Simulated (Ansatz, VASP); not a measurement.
# One calculation of In2O3, two programs

```xyz
10
Lattice="2.7581 1.5924 4.8637 -2.7581 1.5924 4.8637 0.0000 -3.1848 4.8637" Properties=species:S:1:pos:R:3 pbc="T T T"
In    0.0000    0.0000    9.3721
In    0.0000    0.0000   12.5145
In    0.0000    0.0000    5.2189
In    0.0000    0.0000    2.0766
O    -1.9409   -0.1769    6.0796
O     0.8172    1.7693    6.0796
O     1.1236   -1.5924    6.0796
O     1.9409    0.1769    8.5115
O    -1.1236    1.5924    8.5115
O    -0.8172   -1.7693    8.5115
```

Alike in both runs: functional PBE; k mesh 6 × 6 × 6; occupations fermi-dirac, width 0.01 eV; no spin polarisation.

Ansatz relaxed the structure, and its values are those at the end. VASP's run is a single point on that final structure, the one shown.

|  | VASP | Ansatz |
| --- | --- | --- |
| version | VASP 6.6.1 | Ansatz 0.2.0 |
| potentials or method | VASP PAW PBE potentials, release 64 (In_d, O) | plane-wave PAW, scalar-relativistic |
| plane-wave cutoff (eV) | 520 | 420 |
| valence electrons in the cell | 88 | 88 |

```tsv
	VASP	Ansatz	Ansatz less VASP
gap on the k mesh at the Fermi level (eV)	1.17	1.18	+0.007
pressure (GPa)	5.8	5.4	-0.47
rms of the force components (eV/Å)	0.015	0.008	-0.0072
```

Ansatz's warnings: stress scf threshold loose.
